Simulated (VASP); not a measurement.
Wanted: the native input for a VASP 6.6.1 run.

```
Task                   : single point
Functional             : PBE
Potentials or basis    : VASP PAW PBE potentials, release 64 (Al, N)
Cutoff                 : 520 eV
k mesh                 : 8 × 8 × 8
Occupations            : gaussian, width 0.05 eV
Spin                   : no spin polarisation
Dipole correction      : no
Further INCAR settings : ALGO = Normal; EDIFF = 1e-07; NBANDS = 11
```

The structure of AlN lies in POSCAR:

```
AlN
1.0
    0.0000000000      2.2015871054      2.2015871054
    2.2015871054      0.0000000000      2.2015871054
    2.2015871054      2.2015871054      0.0000000000
Al N
1 1
Direct
    0.0000000000      0.0000000000      0.0000000000
    0.7500000000      0.7500000000      0.7500000000
```

The input as run:

INCAR

```
PREC = Accurate
ENCUT = 520
EDIFF = 1E-7
ISMEAR = 0
SIGMA = 0.05
LREAL = False
LASPH = True
NELM = 60
ALGO = Normal
ISIF = 2
LWAVE = False
LCHARG = False
GGA = PE
NBANDS = 11
```

KPOINTS

```
Automatic mesh
0
Gamma
  8 8 8
```

Potentials or basis: VASP PAW PBE potentials, release 64 (Al, N).

The run is started by

```console
$ cat potpaw_PBE.64/Al/POTCAR potpaw_PBE.64/N/POTCAR > POTCAR
$ mpirun -np 1 vasp_std > vasp.out
```

Results of the run:

* Pressure: -0.3 GPa
* Band gap on the k mesh: 3.31 eV, indirect (least direct gap 3.98 eV)

It took 3.3 s on 1 thread of Intel Xeon 6975P-C, with other jobs on the host, peak memory 0.13 GiB.
